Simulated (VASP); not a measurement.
Wanted: the native input for a VASP 6.6.1 run.

```
Task                   : single point
Functional             : PBEsol
Potentials or basis    : VASP PAW PBE potentials, release 64 (Cd, S)
Cutoff                 : 500 eV
k mesh                 : 8 × 8 × 8
Occupations            : gaussian, width 0.02 eV
Spin                   : no spin polarisation
Dipole correction      : no
Further INCAR settings : ALGO = Normal; EDIFF = 1e-06; NBANDS = 16
```

The structure of CdS lies in POSCAR:

```
CdS
1.0
    0.0000000000      2.9119468224      2.9119468224
    2.9119468224      0.0000000000      2.9119468224
    2.9119468224      2.9119468224      0.0000000000
Cd S
1 1
Direct
    0.0000000000      0.0000000000      0.0000000000
    0.2500000000      0.2500000000      0.2500000000
```

These files were run (other wordings do the same):

INCAR

```
PREC = Accurate ; ENCUT = 500
EDIFF = 1E-6 ; ISMEAR = 0
SIGMA = 0.02 ; LREAL = False
LASPH = True ; NELM = 120
ALGO = Normal ; ISIF = 2
LWAVE = False ; LCHARG = False
GGA = PS ; NBANDS = 16
GGA_COMPAT = False
```

KPOINTS

```
regular mesh
0
Gamma
  8 8 8
```

Potentials or basis: VASP PAW PBE potentials, release 64 (Cd, S).

Command:

```sh
$ cat potpaw_PBE.64/Cd/POTCAR potpaw_PBE.64/S/POTCAR > POTCAR
$ mpirun -np 1 vasp_std > vasp.out
```

It gave:

| Quantity | Value |
| --- | --- |
| Pressure | 0.4 GPa |
| Band gap on the k mesh | 1.02 eV |

Caveat: the PAW data sets were made with another functional, which shifts forces and pressure a little.

Run time: 38 s on 1 thread of Intel Xeon 8259CL (shared host), peak memory 0.17 GiB.
